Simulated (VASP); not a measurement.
**TaZn2B3: single point with PBE**

TaZn2B3:

```
Ta Zn B
1.0
     4.67983    0.00000    0.00000
    -2.33991    4.05285    0.00000
     0.00000    0.00000    3.84353
Ta Zn B
1 2 3
Direct
  0.00000 0.00000 0.00000
  0.66667 0.33333 0.00000
  0.33333 0.66667 0.00000
  0.00000 0.50000 0.50000
  0.50000 0.50000 0.50000
  0.50000 0.00000 0.50000
```

The cell was generated, and may not be a known phase.

```yaml
Program: VASP 6.6.1
Task: single point
Functional: PBE
Potentials_or_basis: VASP PAW PBE potentials, release 64 (Ta_pv, Zn, B)
Cutoff: 520 eV
k_mesh: 6 × 6 × 4
Occupations: gaussian, width 0.1 eV
Spin: no spin polarisation
Dipole_correction: no
Further_INCAR_settings: ALGO = Normal; EDIFF = 1e-07; NBANDS = 31
```

| Property | Result |
| --- | --- |
| Pressure | -14.2 GPa |
| Band gap on the k mesh | zero (bands 22 and 23 overlap by 0.93 eV) |

Stress tensor (GPa, compression positive):
```
 -9.30   0.00   0.00
  0.00  -9.30   0.00
  0.00   0.00 -24.10
```

Levels at points of the mesh, in eV from the Fermi level:
| k point | band 18 | band 19 | band 20 | band 21 | band 22 | band 23 | band 24 | band 25 | band 26 | band 27 |
| --- | --- | --- | --- | --- | --- | --- | --- | --- | --- | --- |
| (0.00, 0.00, 0.00) | -4.20 | -2.93 | -2.93 | -2.76 | 0.19 | 0.35 | 0.35 | 1.23 | 1.23 | 2.26 |
| (0.50, 0.00, 0.00) | -3.55 | -1.72 | -1.30 | -1.06 | -0.20 | 0.26 | 0.48 | 1.93 | 2.14 | 2.48 |
| (0.00, 0.00, 0.50) | -3.96 | -3.47 | -3.47 | -2.31 | -2.31 | 0.74 | 1.44 | 3.33 | 3.33 | 3.46 |
| (0.50, 0.00, 0.50) | -4.22 | -3.58 | -2.90 | -1.18 | -0.28 | 0.59 | 1.09 | 1.62 | 1.86 | 3.19 |

It took 77 s on 1 thread of Intel(R) Xeon(R) Platinum 8259CL CPU @ 2.50GHz (Skylake/Cascade Lake), on a shared host, peak memory 0.21 GiB.

Caveat: the k points lie up to 0.41 Å⁻¹ apart, too coarse for converged energies and pressures of a metal; spin-orbit coupling is left out, which moves the levels of the heavy elements.
